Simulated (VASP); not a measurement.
# Ir: single point with HSE06

The system is Ir.

```xyz
1
Lattice="0.0000 1.9022 1.9022 1.9022 0.0000 1.9022 1.9022 1.9022 0.0000" Properties=species:S:1:pos:R:3 pbc="T T T"
Ir    0.0000    0.0000    0.0000
```

| Quantity | Value |
| --- | --- |
| Program | VASP 6.6.1 |
| Task | single point |
| Functional | HSE06 |
| Potentials or basis | VASP PAW PBE potentials, release 64 (Ir) |
| Cutoff | 520 eV |
| k mesh | 6 × 6 × 6 |
| Occupations | fermi-dirac, width 0.1 eV |
| Spin | no spin polarisation |

```json
{
  "Pressure": "10.1 GPa"
}
```

Levels at points of the mesh, in eV from the Fermi level:
```tsv
k point	band 2	band 3	band 4	band 5	band 6	band 7
(0.00, 0.00, 0.00)	-4.27	-4.27	-4.27	-1.36	-1.36	15.88
(0.50, 0.00, 0.00)	-4.52	-4.52	-0.54	1.54	1.54	9.07
(0.50, 0.50, 0.00)	-8.20	1.18	2.28	2.28	2.30	12.61
```

Run time: 7.6 min on 1 thread of AMD EPYC 7R43 64-Core Processor (Zen 3), on a shared host, peak memory 0.19 GiB.

Caveat: the k points lie up to 0.48 Å⁻¹ apart; the PAW data sets were made with another functional, which shifts forces and pressure a little; spin-orbit coupling is left out, which moves the levels of the heavy elements.
